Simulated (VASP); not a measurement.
# Sb (R-3m) in VASP: further runs

Sb is run at these levels: PBE+D3(BJ); tasks: single point, relaxation of shape and atoms at fixed volume.

Everything below comes from runs of VASP 6.6.1. Logs are shortened: lines on timing, memory, paths and dates and some standing lists are left out, and cuts for length are marked.

### Step 1. The cell of the first run

Symmetry: R-3m, No. 166, trigonal system. Conventional cell: a = 4.323 Å, b = 4.323 Å, c = 11.039 Å, α = 90.00°, β = 90.00°, γ = 120.00°. Sb (site symmetry 3m) has 6 Sb at 2.93 to 3.29 Å within 3.9 Å.

### Step 2. Single point, PBE+D3(BJ)

Contents of INCAR:

```
PREC = Accurate ; ENCUT = 520
EDIFF = 1E-7 ; ISMEAR = 0
SIGMA = 0.1 ; LREAL = False
LASPH = True ; NELM = 100
ALGO = Normal ; ISIF = 2
LWAVE = False ; LCHARG = False
GGA = PE ; IVDW = 12
NBANDS = 12
```

Contents of KPOINTS:

```
Automatic mesh
0
Gamma
  12 12 12
```

Contents of POSCAR:

```
Sb
1.0
    2.1616083258      1.2480051488      3.6796745334
   -2.1616083258      1.2480051488      3.6796745334
    0.0000000000     -2.4960102976      3.6796745334
Sb
2
Direct
    0.2361487232      0.2361487232      0.2361487232
    0.7638512768      0.7638512768      0.7638512768
```

Potentials or basis: VASP PAW PBE potentials, release 64 (Sb).

Run with:

```
cat potpaw_PBE.64/Sb/POTCAR > POTCAR
mpirun -np 1 vasp_std > vasp.out
```

OUTCAR:

```text
PREC = Accurate
   ENCUT = 520
   EDIFF = 1E-7
   ISMEAR = 0
   LREAL = False
   LASPH = True
   NELM = 100
   ISIF = 2
   GGA = PE
   IVDW = 12
 IVDW          = 12

 ion  position               nearest neighbor table
   1  0.236  0.236  0.236-   2 2.93   2 2.93   2 2.93   2 3.29   2 3.29   2 3.29
   2  0.764  0.764  0.764-   1 2.93   1 2.93   1 2.93   1 3.29   1 3.29   1 3.29

  LATTYP: Found a trigonal (rhomboedric) cell.
 ALAT       =     4.4463549203
 COS(alpha) =     0.5273107214

  Lattice vectors:

 A1 = (   2.1616083258,   1.2480051488,   3.6796745334)
 A2 = (  -2.1616083258,   1.2480051488,   3.6796745334)
 A3 = (   0.0000000000,  -2.4960102976,   3.6796745334)

Analysis of symmetry for initial positions (statically):
=====================================================================
 Subroutine PRICEL returns:
 Original cell was already a primitive cell.

 Routine SETGRP: Setting up the symmetry group for a
 trigonal (rhombohedral) supercell.

 Subroutine GETGRP returns: Found 12 space group operations
 (whereof 12 operations were pure point group operations)
 out of a pool of 12 trial point group operations.

The static configuration has the point symmetry D_3d.

Analysis of symmetry for dynamics (positions and initial velocities):
=====================================================================
 Subroutine PRICEL returns:
 Original cell was already a primitive cell.

 Routine SETGRP: Setting up the symmetry group for a
 trigonal (rhombohedral) supercell.

 Subroutine GETGRP returns: Found 12 space group operations
 (whereof 12 operations were pure point group operations)
 out of a pool of 12 trial point group operations.

The dynamic configuration has the point symmetry D_3d.

 Subroutine INISYM returns: Found 12 space group operations
 (whereof 12 operations are pure point group operations),
 and found     1 'primitive' translations

----------------------------------------------------------------------------------------

                                     Primitive cell

  volume of cell :      59.5599

  direct lattice vectors                    reciprocal lattice vectors
     2.161608326  1.248005149  3.679674533     0.231309250  0.133546458  0.090587722
    -2.161608326  1.248005149  3.679674533    -0.231309250  0.133546458  0.090587722
     0.000000000 -2.496010298  3.679674533     0.000000000 -0.267092915  0.090587722

  length of vectors
     4.446354920  4.446354920  4.446354920     0.282036807  0.282036807  0.282036807

  position of ions in fractional coordinates (direct lattice)
     0.236148723  0.236148723  0.236148723
     0.763851277  0.763851277  0.763851277

  ion indices of the primitive-cell ions
   primitive index   ion index
                 1           1
                 2           2

----------------------------------------------------------------------------------------

 KPOINTS: Automatic mesh

Automatic generation of k-mesh.
 Grid dimensions read from file:
 generate k-points for:   12   12   12

 Generating k-lattice:

  Cartesian coordinates                     Fractional coordinates (reciprocal lattice)
     0.019275771  0.011128871  0.007548977     0.083333333  0.000000000  0.000000000
    -0.019275771  0.011128871  0.007548977     0.000000000  0.083333333  0.000000000
     0.000000000 -0.022257743  0.007548977     0.000000000  0.000000000  0.083333333

  Length of vectors
     0.023503067  0.023503067  0.023503067

  Shift w.r.t. Gamma in fractional coordinates (k-lattice)
     0.000000000  0.000000000  0.000000000

 Subroutine IBZKPT returns following result:
 ===========================================

 Found    189 irreducible k-points:

 Following reciprocal coordinates:
            Coordinates               Weight
  0.000000  0.000000  0.000000      1.000000
  0.083333  0.000000  0.000000      6.000000
  0.166667 -0.000000  0.000000      6.000000
  0.250000 -0.000000  0.000000      6.000000
  0.333333  0.000000  0.000000      6.000000
  0.416667  0.000000  0.000000      6.000000
[... 16 lines left out ...]
  0.500000  0.166667  0.000000     12.000000
 -0.416667  0.166667 -0.000000     12.000000
 [... further k-points ...]
   k-points           NKPTS =    189   k-points in BZ     NKDIM =    189   number of bands    NBANDS=     12
   number of dos      NEDOS =    301   number of ions     NIONS =      2
   total plane-waves  NPLWV =  46656
   dimension x,y,z NGX =    36 NGY =   36 NGZ =   36
   dimension x,y,z NGXF=    72 NGYF=   72 NGZF=   72
   ions per type =               2
   NGX,Y,Z   is equivalent  to a cutoff of  13.46, 13.46, 13.46 a.u.
   NGXF,Y,Z  is equivalent  to a cutoff of  26.92, 26.92, 26.92 a.u.
 SYSTEM =  unknown system
   PREC   = accura    normal or accurate (medium, high low for compatibility)
   ISTART =      0    job   : 0-new  1-cont  2-samecut
   ICHARG =      2    charge: 1-file 2-atom 10-const
   ISPIN  =      1    spin polarized calculation?
   LNONCOLLINEAR =      F non collinear calculations
   LSORBIT =      F    spin-orbit coupling
   LASPH  =      T    aspherical Exc in radial PAW
   ENCUT  =  520.0 eV  38.22 Ry    6.18 a.u.   8.27  8.27  8.27*2*pi/ulx,y,z
   NELM   =    100;   NELMIN=  2; NELMDL= -5     # of ELM steps
   EDIFF  = 0.1E-06   stopping-criterion for ELM
   LREAL  =      F    real-space projection
   EDIFFG = 0.1E-05   stopping-criterion for IOM
   NSW    =      0    number of steps for IOM
   IBRION =     -1    ionic relax: 0-MD 1-quasi-New 2-CG
   NFREE  =      0    steps in history (QN), initial steepest desc. (CG)
   ISIF   =      2    stress and relaxation
   ISYM   =      2    0-nonsym 1-usesym 2-fastsym
   POTIM  = 0.5000    time-step for ionic-motion
   TEBEG  =    0.0;   TEEND  =   0.0 temperature during run
   PSTRESS=    0.0 pullay stress
   NELECT =      10.0000    total number of electrons
   NUPDOWN=      -1.0000    fix difference up-down
   EMIN   =  10.00;   EMAX   =-10.00  energy-range for DOS
   EFERMI =   0.00;   METHOD = LEGACY
   ISMEAR =     0;   SIGMA  =   0.10  broadening in eV -4-tet -1-fermi 0-gaus
   EFERMI_NEDOS =   21; number of points for ismear=-14 and -15
   IALGO  =     38    algorithm
   IMIX   =      4    mixing-type and parameters
     AMIX     =   0.40;   BMIX     =  1.00
     AMIX_MAG =   1.60;   BMIX_MAG =  1.00
  volume/ion in A,a.u.               =      29.78       200.97
  Fermi-wavevector in a.u.,A,eV,Ry     =   0.903144  1.706694 11.097842  0.815668
  Thomas-Fermi vector in A             =   2.026433
   LORBIT       =      0    0 simple, 1 ext, 2 COOP (PROOUT), +10 PAW based schemes
   GGA     = PE    functional components
   LHFCALC =     F    Hartree Fock is set to
   AEXX    =    0.0000 exact exchange contribution
   IVDW    =    12    specifies the selected vdW correction
   LEPSILON=     F    determine dielectric tensor
   LRPA    =     F    only Hartree local field effects (RPA)
 non-spin polarized calculation
 Gauss-broadening in eV      SIGMA  =   0.10
  energy-cutoff  :      520.00
  volume of cell :       59.56
 maximum number of plane-waves:      1618
 NGX is ok and might be reduce to    36
   NGX = 17   NGY = 17   NGZ = 17

 number of electron      10.0000000 magnetization

 Free energy of the ion-electron system (eV)
  ---------------------------------------------------
  ext. energy  EPLUGINS =         0.00000000
  ---------------------------------------------------
  free energy    TOTEN  =        -8.24562434 eV

  energy without entropy =       -8.24496818  energy(sigma->0) =       -8.24529626

 E-fermi :   7.3794     XC(G=0):  -9.6023

 val. band max:        7.3678186451   @ k =   0.5000   0.5000   0.5000
 cond. band min:       7.3801678924   @ k =  -0.4167   0.5000   0.4167
 fundamental gap:      0.0123492473
 Fermi energy:         7.3793905303

 k-point     1 :       0.0000    0.0000    0.0000
  band No.  band energies     occupation
      1      -5.3240      2.00000
      2       2.7325      2.00000
      3       5.4507      2.00000
      4       5.5921      2.00000
      5       5.5921      2.00000
      6       9.7624      0.00000
      7      10.2478      0.00000
      8      10.2478      0.00000
      9      12.3633      0.00000
     10      12.3633      0.00000
     11      12.5242      0.00000
     12      14.0311      0.00000

 k-point     2 :       0.0833    0.0000    0.0000
  band No.  band energies     occupation
      1      -5.2470      2.00000
      2       2.3488      2.00000
      3       5.4737      2.00000
      4       5.5838      2.00000
      5       5.7817      2.00000
      6       9.6680      0.00000
      7      10.0194      0.00000
      8      10.0263      0.00000
      9      12.0875      0.00000
     10      12.3960      0.00000
     11      12.4046      0.00000
     12      14.5712      0.00000

 k-point     3 :       0.1667   -0.0000    0.0000
  band No.  band energies     occupation
      1      -5.0165      2.00000
      2       1.4754      2.00000
      3       5.4960      2.00000
      4       5.5689      2.00000
      5       6.1521      2.00000
      6       9.2947      0.00000
      7       9.4567      0.00000
      8       9.4940      0.00000
      9      11.9618      0.00000
     10      12.5072      0.00000
     11      12.7122      0.00000
     12      15.7176      0.00000

 k-point     4 :       0.2500   -0.0000    0.0000
  band No.  band energies     occupation
      1      -4.6355      2.00000
      2       0.4330      2.00000
      3       5.5490      2.00000
      4       5.5679      2.00000
      5       6.4574      2.00000
      6       8.6983      0.00000
      7       8.8089      0.00000
      8       8.8580      0.00000
      9      12.3815      0.00000
     10      13.0290      0.00000
     11      13.3696      0.00000
     12      17.1740      0.00000

 k-point     5 :       0.3333    0.0000    0.0000
  band No.  band energies     occupation
      1      -4.1102      2.00000
      2      -0.6272      2.00000
      3       5.5942      2.00000
      4       5.6488      2.00000
      5       6.6877      2.00000
      6       8.0728      0.00000
      7       8.2409      0.00000
      8       8.2801      0.00000
      9      13.2068      0.00000
     10      13.9165      0.00000
     11      14.2938      0.00000
     12      18.2288      0.00000
[... 228 lines left out ...]
      1      -4.2485      2.00000
      2       0.0642      2.00000
      3       4.3805      2.00000
      4       4.7550      2.00000
      5       5.6921      2.00000
      6       9.1955      0.00000
      7       9.9278      0.00000
      8      10.2918      0.00000
      9      11.2576      0.00000
     10      14.6470      0.00000
     11      14.9573      0.00000
     12      16.4469      0.00000

 k-point    22 :       0.4167    0.1667    0.0000
  band No.  band energies     occupation
      1      -3.7010      2.00000
      2      -0.8544      2.00000
      3       4.2008      2.00000
      4       4.7706      2.00000
      5       5.4144      2.00000
      6       9.3736      0.00000
      7       9.5414      0.00000
      8      10.0080      0.00000
      9      11.8471      0.00000
     10      15.4941      0.00000
     11      16.0783      0.00000
     12      16.8831      0.00000

 k-point    23 :       0.5000    0.1667    0.0000
  band No.  band energies     occupation
      1      -3.0480      2.00000
      2      -1.7428      2.00000
      3       3.9354      2.00000
      4       4.9388      2.00000
      5       5.4718      2.00000
      6       8.8832      0.00000
      7       9.1705      0.00000
      8      10.2233      0.00000
      9      12.9102      0.00000
     10      15.5477      0.00000
     11      16.3793      0.00000
     12      16.6094      0.00000

 k-point    24 :      -0.4167    0.1667   -0.0000
  band No.  band energies     occupation
      1      -2.7637      2.00000
      2      -2.0869      2.00000
      3       3.7245      2.00000
      4       5.2756      2.00000
      5       5.7264      2.00000
      6       8.3569      0.00000
      7       8.7890      0.00000
      8      10.5648      0.00000
      9      14.0532      0.00000
     10      14.4514      0.00000
     11      15.0777      0.00000
     12      17.7288      0.00000

 [... further k-points ...]

------------------------ aborting loop because EDIFF is reached ----------------------------------------

 Edisp (eV)   -0.95916

 E8    (eV) :    -0.4475

  FORCE on cell =-STRESS in cart. coord.  units (eV):
  Direction    XX          YY          ZZ          XY          YZ          ZX
  --------------------------------------------------------------------------------------
  -------------------------------------------------------------------------------------
  Total       0.02614     0.02614     0.01727     0.00000     0.00000     0.00000
  in kB       0.70306     0.70306     0.46459     0.00000     0.00000     0.00000
  external pressure =        0.62 kB  Pullay stress =        0.00 kB

 VOLUME and BASIS-vectors are now :
 -----------------------------------------------------------------------------
  energy-cutoff  :      520.00
  volume of cell :       59.56
      direct lattice vectors                 reciprocal lattice vectors
     2.161608326  1.248005149  3.679674533     0.231309250  0.133546458  0.090587722
    -2.161608326  1.248005149  3.679674533    -0.231309250  0.133546458  0.090587722
     0.000000000 -2.496010298  3.679674533     0.000000000 -0.267092915  0.090587722

 POSITION                                       TOTAL-FORCE (eV/Angst)
 -----------------------------------------------------------------------------------
      0.00000      0.00000      2.60685         0.000000      0.000000      0.042510
      0.00000      0.00000      8.43217         0.000000     -0.000000     -0.042510
 -----------------------------------------------------------------------------------
    total drift:                                0.000000     -0.000000     -0.000000

  FREE ENERGIE OF THE ION-ELECTRON SYSTEM (eV)
  ---------------------------------------------------
  free  energy   TOTEN  =        -9.2047875712 eV

  energy  without entropy=       -9.2041314126  energy(sigma->0) =       -9.20445949
```

It took 3.1 min on 1 thread of Intel Xeon 8259CL, shared host; peak memory 0.29 GiB.

Results:

* Free energy: -9.2048 eV
* Pressure: 0.1 GPa
* Largest force: 0.043 eV/Å
* Band gap on the k mesh: zero (bands 5 and 6 overlap by 0.24 eV)
* Dispersion energy per atom: -0.480 eV

Forces in eV/Å, atoms in the order of the input:
```
Sb   0.000  0.000  0.043
Sb   0.000  0.000 -0.043
```

Levels at points of the mesh, in eV from the Fermi level:
| k point | band 1 | band 2 | band 3 | band 4 | band 5 | band 6 | band 7 | band 8 | band 9 | band 10 |
| --- | --- | --- | --- | --- | --- | --- | --- | --- | --- | --- |
| (0.00, 0.00, 0.00) | -12.70 | -4.65 | -1.93 | -1.79 | -1.79 | 2.38 | 2.87 | 2.87 | 4.98 | 4.98 |
| (0.50, 0.00, 0.00) | -10.28 | -9.67 | -1.72 | -1.54 | -0.27 | -0.12 | 0.28 | 0.33 | 7.92 | 8.57 |
| (0.50, 0.50, 0.00) | -10.29 | -7.84 | -5.53 | -3.73 | -3.69 | 1.66 | 5.11 | 5.52 | 7.18 | 8.82 |
| (0.50, 0.50, 0.50) | -10.95 | -9.10 | -1.22 | -1.22 | -0.41 | -0.01 | -0.01 | 0.99 | 7.37 | 8.85 |

Caveat: spin-orbit coupling is left out, which moves the levels of the heavy elements.

### Step 3. Single point, PBE+D3(BJ)

This run uses another cell than the first one, of 29.64 Å³/atom.

Contents of INCAR:

```
SYSTEM = Sb
  ALGO = Normal
  EDIFF = 1E-6
  ENCUT = 520
  GGA = PE
  ISIF = 2
  ISMEAR = -1
  IVDW = 12
  LASPH = .TRUE.
  LCHARG = .FALSE.
  LREAL = .FALSE.
  LWAVE = .FALSE.
  NBANDS = 12
  NELM = 60
  PREC = Accurate
  SIGMA = 0.15
```

Contents of KPOINTS:

```
k-points
0
G
  12 12 12
  0 0 0
```

Contents of POSCAR:

```
Sb
1.0
    2.1583747855      1.2461382634      3.6727505150
   -2.1583747855      1.2461382634      3.6727505150
    0.0000000000     -2.4922765268      3.6727505150
Sb
2
Direct
    0.2371686732      0.2371686732      0.2371686732
    0.7628313268      0.7628313268      0.7628313268
```

Potentials or basis: VASP PAW PBE potentials, release 64 (Sb).

Run with:

```
cat potpaw_PBE.64/Sb/POTCAR > POTCAR
mpirun -np 1 vasp_std > vasp.out
```

It took 2.3 min on 1 thread of Intel Xeon 8259CL, shared host; peak memory 0.29 GiB.

It converged, with:

```
Free energy                : -9.2191 eV
Pressure                   : 0.1 GPa
Largest force              : 0.035 eV/Å
Band gap on the k mesh     : zero (bands 5 and 6 overlap by 0.24 eV)
Dispersion energy per atom : -0.482 eV
```

Forces in eV/Å, atoms in the order of the input:
```
Sb   0.000  0.000  0.035
Sb   0.000  0.000 -0.035
```

Levels at points of the mesh, in eV from the Fermi level:
| k point | band 1 | band 2 | band 3 | band 4 | band 5 | band 6 | band 7 | band 8 | band 9 | band 10 |
| --- | --- | --- | --- | --- | --- | --- | --- | --- | --- | --- |
| (0.00, 0.00, 0.00) | -12.67 | -4.58 | -1.91 | -1.72 | -1.72 | 2.53 | 2.96 | 2.96 | 5.01 | 5.01 |
| (0.50, 0.00, 0.00) | -10.22 | -9.65 | -1.60 | -1.45 | -0.25 | -0.05 | 0.29 | 0.30 | 8.01 | 8.62 |
| (0.50, 0.50, 0.00) | -10.24 | -7.76 | -5.54 | -3.72 | -3.64 | 1.74 | 5.18 | 5.55 | 7.27 | 8.88 |
| (0.50, 0.50, 0.50) | -10.85 | -9.14 | -1.12 | -1.12 | -0.29 | 0.00 | 0.00 | 1.00 | 7.50 | 8.92 |

Caveat: spin-orbit coupling is left out, which moves the levels of the heavy elements.

### Step 4. Single point, PBE+D3(BJ) (30.23 Å³/atom)

This run uses another cell than the first one, of 30.23 Å³/atom.

Contents of INCAR:

```
SYSTEM = Sb
PREC     = Accurate       ! precision mode
ENCUT    = 520            ! plane-wave cutoff, eV
EDIFF    = 1E-6           ! SCF threshold, eV
ISMEAR   = -1             ! smearing method
SIGMA    = 0.15           ! smearing width, eV
LREAL    = .FALSE.        ! projectors in reciprocal space
LASPH    = .TRUE.         ! aspherical terms in the spheres
NELM     = 100            ! most SCF steps
ALGO     = Normal         ! electronic algorithm
ISIF     = 2              ! what is computed and relaxed
LWAVE    = .FALSE.        ! write WAVECAR
LCHARG   = .TRUE.         ! write CHGCAR
GGA      = PE             ! functional
IVDW     = 12             ! dispersion correction
LELF     = .TRUE.         ! ELF
LVHAR    = .TRUE.       
NBANDS   = 12             ! bands
```

Contents of KPOINTS:

```
Automatic mesh
0
G
  12 12 12
  0 0 0
```

Contents of POSCAR:

```
Sb
1.0
    2.1670932202      1.2511718540      3.7161234333
   -2.1670932202      1.2511718540      3.7161234333
    0.0000000000     -2.5023437080      3.7161234333
Sb
2
Direct
    0.2360072620      0.2360072620      0.2360072620
    0.7639927380      0.7639927380      0.7639927380
```

Run with:

```
cat potpaw_PBE.64/Sb/POTCAR > POTCAR
mpirun -np 1 vasp_std > vasp.out
```

Run time: 1.7 min. Hardware: 1 thread of Intel Xeon 8259CL, shared host; peak memory 0.29 GiB.

Results (log left out):

| Item | Value |
| --- | --- |
| Free energy | -9.2156 eV |
| Pressure | -0.7 GPa |
| Largest force | 0.035 eV/Å |
| Band gap on the k mesh | zero (bands 5 and 6 overlap by 0.23 eV) |
| Dispersion energy per atom | -0.472 eV |

Forces in eV/Å, atoms in the order of the input:
```
Sb   0.000  0.000  0.035
Sb   0.000  0.000 -0.035
```

Levels at points of the mesh, in eV from the Fermi level:
```
           k point  band 2  band 3  band 4  band 5  band 6  band 7  band 8  band 9
(0.00, 0.00, 0.00)   -4.70   -1.91   -1.70   -1.70    2.39    2.87    2.87    5.07
(0.50, 0.00, 0.00)   -9.56   -1.66   -1.53   -0.23   -0.09    0.27    0.40    7.86
(0.50, 0.50, 0.00)   -7.80   -5.40   -3.65   -3.57    1.74    5.05    5.48    7.06
(0.50, 0.50, 0.50)   -9.01   -1.14   -1.14   -0.35    0.08    0.08    1.04    7.32
```

Caveat: spin-orbit coupling is left out, which moves the levels of the heavy elements.

(Part 1 of 2 ends here.)
